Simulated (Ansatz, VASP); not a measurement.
# Ge in VASP and in Ansatz

The input INCAR:

```
SYSTEM = Ge
ALGO = Normal ; EDIFF = 1E-7
ENCUT = 520 ; GGA = PE
ISIF = 2 ; ISMEAR = -1
LASPH = .TRUE. ; LCHARG = .TRUE.
LELF = .TRUE. ; LREAL = .FALSE.
LVHAR = .TRUE. ; LWAVE = .FALSE.
NBANDS = 21 ; NELM = 60
PREC = Accurate ; SIGMA = 0.05
```

File KPOINTS:

```
k-points
0
G
  10 10 10
  0 0 0
```

File POSCAR:

```
Ge
1.0
    0.0000000000      2.9136331000      2.8287700000
    2.9136331000      0.0000000000      2.8287700000
    2.9136331000      2.9136331000      0.0000000000
Ge
2
Direct
    0.5000000000      0.5000000000      0.5000000000
    0.7500000000      0.7500000000      0.7500000000
```

Input for Ansatz:

```yaml
crystal:
  lattice:
    - [0.0, 2.9136331, 2.82877]
    - [2.9136331, 0.0, 2.82877]
    - [2.9136331, 2.9136331, 0.0]
  atoms:
    - { symbol: Ge, position: [0.5, 0.5, 0.5] }
    - { symbol: Ge, position: [0.75, 0.75, 0.75] }
kpoints:
  mp_grid: { grid: [10, 10, 10] }
  band_path:
    path:
      - [0.0, 0.0, 0.0]
      - [0.0, 0.5, 0.5]
      - [0.25, 0.75, 0.5]
      - [0.0, 0.5, 0.0]
      - [0.0, 0.0, 0.0]
      - [0.5, 0.5, 0.0]
      - [0.3826125, 0.6173875, 0.0]
      - [-0.3826125, 0.3826125, 0.0]
      - [0.0, 0.0, 0.0]
    npoints: 5
scf:
  occupations: { method: fermi_dirac, width: 0.05 }
hamiltonian:
  xc: pbe
  pseudopotentials: { kind: all_electron, lapw: { basis_error: 0.00025 } }
output:
  forces: true
  stress: true
  eigenvalues: true
```

Change from the starting cell: equal xx and yy strain of +3 %.

Alike in both runs: task single point; functional PBE; k mesh 10 × 10 × 10; occupations fermi-dirac, width 0.05 eV; no spin polarisation.

|  | VASP | Ansatz |
| --- | --- | --- |
| version | VASP 6.6.1 | Ansatz 0.2.0 |
| potentials or method | VASP PAW PBE potentials, release 64 (Ge_d), cutoff 520 eV | all-electron LAPW, scalar-relativistic |

VASP gave:

```
pressure (GPa)                                                : -0.4
traceless stress, the component that is largest in VASP (GPa) : 1.24
```

Problem. What did Ansatz give for the same quantities?

Solution. Pressure (GPa): -0.3; traceless stress, the component that is largest in VASP (GPa): 1.24.

Ansatz ran all-electron here, and VASP with PAW potentials.
